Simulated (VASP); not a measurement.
# SnTe (F-43m) in VASP: further runs

SnTe is run at these levels: LDA; tasks: vibrations by perturbation theory.

Program: VASP 6.6.1. These are calculated values, not measurements. Logs are shortened: lines on timing, memory, paths and dates and some standing lists are left out, and cuts for length are marked.

## 1. The cell of the first run

The structure is cubic, space group F-43m (No. 216). Conventional cell: a = 6.998 Å, b = 6.998 Å, c = 6.998 Å, α = 90.00°, β = 90.00°, γ = 90.00°. Within 4.0 Å of Sn (site symmetry -43m) lie 4 Te at 3.03 Å. Te (site symmetry -43m) has 4 Sn at 3.03 Å within 4.0 Å.

## 2. Vibrations by perturbation theory, LDA

Contents of INCAR:

```
PREC     = Accurate       # precision mode
ENCUT    = 520            # plane-wave cutoff, eV
EDIFF    = 1E-8           # SCF threshold, eV
ISMEAR   = -1             # smearing method
SIGMA    = 0.15           # smearing width, eV
LREAL    = F              # projectors in reciprocal space
LASPH    = T              # aspherical terms in the spheres
NELM     = 60             # most SCF steps
ALGO     = Normal         # electronic algorithm
ISIF     = 2              # what is computed and relaxed
LWAVE    = F              # write WAVECAR
LCHARG   = F              # write CHGCAR
NBANDS   = 17             # bands
IBRION   = 8              # ionic algorithm
NSW      = 1              # ionic steps
```

Contents of KPOINTS:

```
Automatic mesh
0
Gamma
  10 10 10
```

Contents of POSCAR:

```
SnTe
1.0
    0.0000000000      3.4992000000      3.4992000000
    3.4992000000      0.0000000000      3.4992000000
    3.4992000000      3.4992000000      0.0000000000
Sn Te
1 1
Direct
    0.0000000000      0.0000000000      0.0000000000
    0.2500000000      0.2500000000      0.2500000000
```

Potentials or basis: VASP PAW LDA potentials, release 64 (Sn_d, Te).

On the command line:

```console
cat potpaw_LDA.64/Sn_d/POTCAR potpaw_LDA.64/Te/POTCAR > POTCAR
mpirun -np 1 vasp_std > vasp.out
```

OUTCAR:

```text
PREC = Accurate
   ENCUT = 520
   EDIFF = 1E-8
   ISMEAR = -1
   LREAL = F
   LASPH = T
   NELM = 60
   ISIF = 2
   IBRION = 8
   NSW = 1

 ion  position               nearest neighbor table
   1  0.000  0.000  0.000-   2 3.03   2 3.03   2 3.03   2 3.03
   2  0.250  0.250  0.250-   1 3.03   1 3.03   1 3.03   1 3.03

  LATTYP: Found a face centered cubic cell.
 ALAT       =     6.9984000000

  Lattice vectors:

 A1 = (   0.0000000000,   3.4992000000,   3.4992000000)
 A2 = (   3.4992000000,   0.0000000000,   3.4992000000)
 A3 = (   3.4992000000,   3.4992000000,   0.0000000000)

Analysis of symmetry for initial positions (statically):
=====================================================================
 Subroutine PRICEL returns:
 Original cell was already a primitive cell.

 Routine SETGRP: Setting up the symmetry group for a
 face centered cubic supercell.

 Subroutine GETGRP returns: Found 24 space group operations
 (whereof 24 operations were pure point group operations)
 out of a pool of 48 trial point group operations.

The static configuration has the point symmetry T_d .

Analysis of symmetry for dynamics (positions and initial velocities):
=====================================================================
 Subroutine PRICEL returns:
 Original cell was already a primitive cell.

 Routine SETGRP: Setting up the symmetry group for a
 face centered cubic supercell.

 Subroutine GETGRP returns: Found 24 space group operations
 (whereof 24 operations were pure point group operations)
 out of a pool of 48 trial point group operations.

The dynamic configuration has the point symmetry T_d .

 Subroutine INISYM returns: Found 24 space group operations
 (whereof 24 operations are pure point group operations),
 and found     1 'primitive' translations

----------------------------------------------------------------------------------------

                                     Primitive cell

  volume of cell :      85.6912

  direct lattice vectors                    reciprocal lattice vectors
     0.000000000  3.499200000  3.499200000    -0.142889803  0.142889803  0.142889803
     3.499200000  0.000000000  3.499200000     0.142889803 -0.142889803  0.142889803
[... 636 lines left out ...]
  energy-cutoff  :      520.00
  volume of cell :       85.69
      direct lattice vectors                 reciprocal lattice vectors
     0.000000000  3.499200000  3.499200000    -0.142889803  0.142889803  0.142889803
     3.499200000  0.000000000  3.499200000     0.142889803 -0.142889803  0.142889803
     3.499200000  3.499200000  0.000000000     0.142889803  0.142889803 -0.142889803

 POSITION                                       TOTAL-FORCE (eV/Angst)
 -----------------------------------------------------------------------------------
      0.00000      0.00000      0.00000         0.000000      0.000000      0.000000
      1.74960      1.74960      1.74960        -0.000000     -0.000000     -0.000000
 -----------------------------------------------------------------------------------
    total drift:                               -0.000000     -0.000000     -0.000000

  FREE ENERGIE OF THE ION-ELECTRON SYSTEM (eV)
  ---------------------------------------------------
  free  energy   TOTEN  =        -8.0763932632 eV

  energy  without entropy=       -8.0226339541  energy(sigma->0) =       -8.04951361

[... ionic steps 2 to 3 ...]

--------------------------------------- Ionic step        4  -------------------------------------------

------------------------ aborting loop because EDIFF is reached ----------------------------------------

[... ionic steps 5 to 6 ...]

--------------------------------------- Ionic step        7  -------------------------------------------

 Free energy of the ion-electron system (eV)
  ---------------------------------------------------
  ---------------------------------------------------
  free energy    TOTEN  =        -0.05088145 eV

  energy without entropy =       -0.05088144

------------------------ aborting loop because EDIFF is reached ----------------------------------------

 INTERNAL STRAIN TENSOR  FOR ION    2  DIRECTION 1   (eV/Angst):
 -----------------------------------------------------------------------------
     0.00020  0.00000  0.00000
     0.00000 -0.00281 -4.85768
     0.00000 -4.85768 -0.00281

 INTERNAL STRAIN TENSOR FOR ION    2 for displacements in x,y,z  (eV/Angst):
          X           Y           Z          XY          YZ          ZX
  --------------------------------------------------------------------------------
  x     0.00000     0.00000     0.00000     0.00000    -4.85768     0.00000
  y    -0.00000     0.00000    -0.00000     0.00000     0.00000    -4.85768
  z     0.00000     0.00000     0.00000    -4.85768     0.00000     0.00000

 SECOND DERIVATIVES (NOT SYMMETRIZED)
 ------------------------------------
               1X          1Y          1Z          2X          2Y          2Z
  1X    -2.909459    0.000000    0.000000    2.909459    0.000000    0.000000
  1Y     0.000000   -2.909459    0.000000    0.000000    2.909459    0.000000
  1Z     0.000000    0.000000   -2.909459    0.000000    0.000000    2.909459
  2X     2.916789    0.000000    0.000000   -2.916789    0.000000    0.000000
  2Y     0.000000    2.916789    0.000000    0.000000   -2.916789    0.000000
  2Z     0.000000    0.000000    2.916789    0.000000    0.000000   -2.916789

 Eigenvectors and eigenvalues of the dynamical matrix
 ----------------------------------------------------

   1 f  =    3.402455 THz    21.378258 2PiTHz  113.493699 cm-1    14.071419 meV
             X         Y         Z           dx          dy          dz
      0.000000  0.000000  0.000000     0.000000    0.719318    0.000000
      1.749600  1.749600  1.749600     0.000000   -0.694681    0.000000
[... 21 lines left out ...]
   6 f/i=    0.002139 THz     0.013440 2PiTHz    0.071350 cm-1     0.008846 meV
             X         Y         Z           dx          dy          dz
      0.000000  0.000000  0.000000     0.000000    0.000000   -0.694681
      1.749600  1.749600  1.749600     0.000000    0.000000   -0.719318

--------------------------------------------------------------------------------------------------------

 ELASTIC MODULI CONTR FROM IONIC RELAXATION (kBar)
 Direction    XX          YY          ZZ          XY          YZ          ZX
 --------------------------------------------------------------------------------
 XX          -0.0000     -0.0000     -0.0000      0.0000      0.0000     -0.0000
 YY          -0.0000     -0.0000     -0.0000      0.0000     -0.0000     -0.0000
 ZZ          -0.0000     -0.0000     -0.0000      0.0000     -0.0000     -0.0000
 XY           0.0000      0.0000      0.0000   -156.4644      0.0000      0.0000
 YZ           0.0000     -0.0000     -0.0000      0.0000   -156.4644     -0.0000
 ZX          -0.0000     -0.0000     -0.0000      0.0000     -0.0000   -156.4644
 --------------------------------------------------------------------------------
```

Wall time 8.2 min (1 thread of AMD EPYC 9R45 (Zen 5), shared host); peak memory 0.63 GiB.

Results:

| Item | Value |
| --- | --- |
| Highest phonon frequency at Γ, LO-TO splitting left out | 113 cm⁻¹ |

Phonon frequencies in cm⁻¹ (negative: imaginary):
```tsv
q point	frequencies
(0.000, 0.000, 0.000)	0 0 0 113 113 113
```

Caveat: spin-orbit coupling is left out, which moves the levels of the heavy elements.

## 3. Vibrations by perturbation theory, LDA

This run uses another cell than the first one, of 36.37 Å³/atom, 0.849 times its volume.

Contents of INCAR:

```
ALGO = Normal
EDIFF = 1E-8
ENCUT = 520
IBRION = 8
ISIF = 2
ISMEAR = -1
LASPH = T
LCHARG = T
LREAL = F
LWAVE = F
NELM = 80
NSW = 1
PREC = Accurate
SIGMA = 0.15
```

Contents of KPOINTS:

```
k-points
0
Gamma
  12 12 12
```

Contents of POSCAR:

```
SnTe
1.0
    0.0000000000      3.3133000000      3.3133000000
    3.3133000000      0.0000000000      3.3133000000
    3.3133000000      3.3133000000      0.0000000000
Sn Te
1 1
Direct
    0.0000000000      0.0000000000      0.0000000000
    0.2500000000      0.2500000000      0.2500000000
```

Potentials or basis: VASP PAW LDA potentials, release 64 (Sn_d, Te).

On the command line:

```console
cat potpaw_LDA.64/Sn_d/POTCAR potpaw_LDA.64/Te/POTCAR > POTCAR
mpirun -np 1 vasp_std > vasp.out
```

OUTCAR:

```text
EDIFF = 1E-8
   ENCUT = 520
   IBRION = 8
   ISIF = 2
   ISMEAR = -1
   LASPH = T
   LREAL = F
   NELM = 80
   NSW = 1
   PREC = Accurate

 ion  position               nearest neighbor table
   1  0.000  0.000  0.000-   2 2.87   2 2.87   2 2.87   2 2.87
   2  0.250  0.250  0.250-   1 2.87   1 2.87   1 2.87   1 2.87

  LATTYP: Found a face centered cubic cell.
 ALAT       =     6.6266000000

  Lattice vectors:

 A1 = (   0.0000000000,   3.3133000000,   3.3133000000)
 A2 = (   3.3133000000,   0.0000000000,   3.3133000000)
[... 660 lines left out ...]
               1X          1Y          1Z          2X          2Y          2Z
  1X    -4.808103    0.000000    0.000000    4.808103    0.000000    0.000000
  1Y     0.000000   -4.808103    0.000000    0.000000    4.808103    0.000000
  1Z     0.000000    0.000000   -4.808103    0.000000    0.000000    4.808103
  2X     4.814111    0.000000    0.000000   -4.814111    0.000000    0.000000
  2Y     0.000000    4.814111    0.000000    0.000000   -4.814111    0.000000
  2Z     0.000000    0.000000    4.814111    0.000000    0.000000   -4.814111

 Eigenvectors and eigenvalues of the dynamical matrix
 ----------------------------------------------------

   1 f  =    4.372607 THz    27.473897 2PiTHz  145.854454 cm-1    18.083639 meV
             X         Y         Z           dx          dy          dz
      0.000000  0.000000  0.000000     0.000000    0.000000   -0.719538
      1.656650  1.656650  1.656650    -0.000000    0.000000    0.694453
[... 21 lines left out ...]
   6 f/i=    0.001364 THz     0.008572 2PiTHz    0.045507 cm-1     0.005642 meV
             X         Y         Z           dx          dy          dz
      0.000000  0.000000  0.000000     0.049694    0.108973    0.684047
      1.656650  1.656650  1.656650     0.051489    0.112910    0.708756

--------------------------------------------------------------------------------------------------------

 ELASTIC MODULI CONTR FROM IONIC RELAXATION (kBar)
 Direction    XX          YY          ZZ          XY          YZ          ZX
 --------------------------------------------------------------------------------
 XX          -0.0000      0.0000      0.0000     -0.0000      0.0000     -0.0000
 YY           0.0000     -0.0000     -0.0000     -0.0000     -0.0000      0.0000
 ZZ           0.0000     -0.0000     -0.0000      0.0000     -0.0000     -0.0000
 XY          -0.0000     -0.0000      0.0000   -403.0242      0.0000      0.0000
 YZ           0.0000     -0.0000     -0.0000      0.0000   -403.0242      0.0000
 ZX          -0.0000      0.0000     -0.0000      0.0000      0.0000   -403.0242
 --------------------------------------------------------------------------------
```

Run time: 8.5 min. Hardware: 1 thread of AMD EPYC 9R45 (Zen 5), shared host; peak memory 0.68 GiB.

Results:

```
Highest phonon frequency at Γ, LO-TO splitting left out : 146 cm⁻¹
```

Phonon frequencies in cm⁻¹ (negative: imaginary):
```csv
q point,frequencies
"(0.000, 0.000, 0.000)",0 0 0 146 146 146
```

Caveat: the cell wasn't relaxed at this level first, which shifts response properties; spin-orbit coupling is left out, which moves the levels of the heavy elements.
